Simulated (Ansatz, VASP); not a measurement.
# One calculation of Si2GeP3, two programs

INCAR

```
PREC = Accurate ; ENCUT = 520
EDIFF = 1E-6 ; ISMEAR = 0
SIGMA = 0.1 ; LREAL = F
LASPH = T ; NELM = 100
ALGO = Normal ; ISIF = 2
LWAVE = F ; LCHARG = T
GGA = PE ; LELF = T
LVHAR = T ; NBANDS = 28
```

File KPOINTS:

```
regular mesh
0
Gamma
  6 6 6
```

The input POSCAR:

```
Si2GeP3
1.0
    2.7874475400      1.6093335900      4.1565179100
   -2.7874475400      1.6093335900      4.1565179100
    0.0000000000     -3.2186671700      4.1565179100
Si Ge P
2 1 3
Direct
    0.6270700100      0.6270700100      0.6270700100
    0.3729299900      0.3729299900      0.3729299900
    0.0000000000      0.0000000000      0.0000000000
    0.0000000000      0.5000000000      0.0000000000
    0.5000000000      0.0000000000      0.0000000000
    0.0000000000      0.0000000000      0.5000000000
```

Input for Ansatz:

```yaml
crystal:
  lattice:
    - [2.78744754, 1.60933359, 4.15651791]
    - [-2.78744754, 1.60933359, 4.15651791]
    - [0.0, -3.21866717, 4.15651791]
  atoms:
    - { symbol: Si, position: [0.62707001, 0.62707001, 0.62707001] }
    - { symbol: Si, position: [0.37292999, 0.37292999, 0.37292999] }
    - { symbol: Ge, position: [0.0, 0.0, 0.0] }
    - { symbol: P, position: [0.0, 0.5, 0.0] }
    - { symbol: P, position: [0.5, 0.0, 0.0] }
    - { symbol: P, position: [0.0, 0.0, 0.5] }
basis:
  ecutwfc: 420
kpoints:
  mp_grid: { grid: [6, 6, 6] }
hamiltonian:
  xc: pbe
scf:
  occupations: { method: gaussian, width: 0.1 }
  lower_state_search: "off"
output:
  forces: true
  stress: true
  eigenvalues: true
```

Change from the starting cell: species swapped into the Sc2AlCo3 type (R-3m, No. 166).

Alike in both runs: task single point; functional PBE; k mesh 6 × 6 × 6; occupations gaussian, width 0.1 eV; no spin polarisation.

|  | VASP | Ansatz |
| --- | --- | --- |
| version | VASP 6.6.1 | Ansatz 0.2.0 |
| potentials or method | VASP PAW PBE potentials, release 64 (Si, Ge_d, P), cutoff 520 eV | scalar-relativistic, plane waves, PAW |
| valence electrons in the cell | 37 | 37 |

Ansatz gave:

```
gap on the k mesh at the Fermi level (eV)                     : none
pressure (GPa)                                                : -6.0
traceless stress, the component that is largest in VASP (GPa) : -0.68
rms of the force components (eV/Å)                            : 0.009
```

Problem. Estimate VASP's values.

Solution. gap on the k mesh at the Fermi level (eV): none; pressure (GPa): -6.0; traceless stress, the component that is largest in VASP (GPa): -0.67; rms of the force components (eV/Å): 0.009.

Atom by atom the forces differ by 0.000 eV/Å (rms over components). A gap of «none» marks a metal or a gap that the smearing closes.
